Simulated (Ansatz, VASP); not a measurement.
# One calculation of Si4O, two programs

Contents of INCAR:

```
SYSTEM = Si4O
PREC = Accurate ; ENCUT = 520
EDIFF = 1E-6 ; ISMEAR = 0
SIGMA = 0.05 ; LREAL = .FALSE.
LASPH = .TRUE. ; NELM = 150
ALGO = Normal ; ISIF = 2
LWAVE = .FALSE. ; LCHARG = .FALSE.
ISPIN = 2 ; MAGMOM = 0 0 0 0 2
LORBIT = 11 ; LDIPOL = .TRUE.
IDIPOL = 3 ; DIPOL = 0.5 0.5 0.327
GGA = PE ; IVDW = 12
NBANDS = 23
```

File KPOINTS:

```
regular mesh
0
G
  7 7 1
  0 0 0
```

POSCAR

```
Si4O
1.0
    3.8333442603      0.0000000000      0.0000000000
    0.0000000000      3.8333442603      0.0000000000
    0.0000000000      0.0000000000     21.1034818054
Si O
4 1
Direct
    0.0000000000      0.5000000000      0.1895421825
    0.0000000000      0.0000000000      0.2537634268
    0.5000000000      0.0000000000      0.3207061911
    0.5000000000      0.5000000000      0.3839879068
    0.7500000000      0.6250000000      0.4882361072
```

Input for Ansatz:

```yaml
crystal:
  lattice:
    - [3.8333442603, 0.0, 0.0]
    - [0.0, 3.8333442603, 0.0]
    - [0.0, 0.0, 21.1034818054]
  atoms:
    - { symbol: Si, position: [0.0, 0.5, 0.1895421825] }
    - { symbol: Si, position: [0.0, 0.0, 0.2537634268] }
    - { symbol: Si, position: [0.5, 0.0, 0.3207061911] }
    - { symbol: Si, position: [0.5, 0.5, 0.3839879068] }
    - { symbol: O, position: [0.75, 0.625, 0.4882361072], spin: 2.0 }
basis:
  ecutwfc: 420
kpoints:
  mp_grid: { grid: [7, 7, 1] }
hamiltonian:
  xc: pbe
  pseudopotentials: { kind: paw, azcp: { folder: soft_1 } }
  dispersion: d3bj
scf:
  occupations: { method: gaussian, width: 0.05 }
output:
  forces: true
  eigenvalues: true
  populations: true
magnetization:
  spin_polarized: true
efield:
  axis: 3
  dipole_correction: true
  ramp_width: 0.04
```

Alike in both runs: task single point; functional PBE; dispersion D3(BJ); k mesh 7 × 7 × 1; occupations gaussian, width 0.05 eV; collinear spin.

|  | VASP | Ansatz |
| --- | --- | --- |
| version | VASP 6.6.1 | Ansatz 0.2.0 |
| potentials or method | VASP PAW PBE potentials, release 64 (Si, O), cutoff 520 eV | scalar-relativistic, plane waves, PAW |
| valence electrons in the cell | 22 | 22 |

```csv
,VASP,Ansatz,Ansatz less VASP
gap on the k mesh at the Fermi level (eV),none,none,-
rms of the force components (eV/Å),1.073,1.081,+0.0077
net moment per atom (μB),0.20,0.20,0.000
size of the moment on the site where the two differ most (μB),0.94,1.11,+0.166
```

Site moments also hang on the region over which each program counts them. Atom by atom the forces differ by 0.008 eV/Å (rms over components). A gap of «none» marks a metal or a gap that the smearing closes.
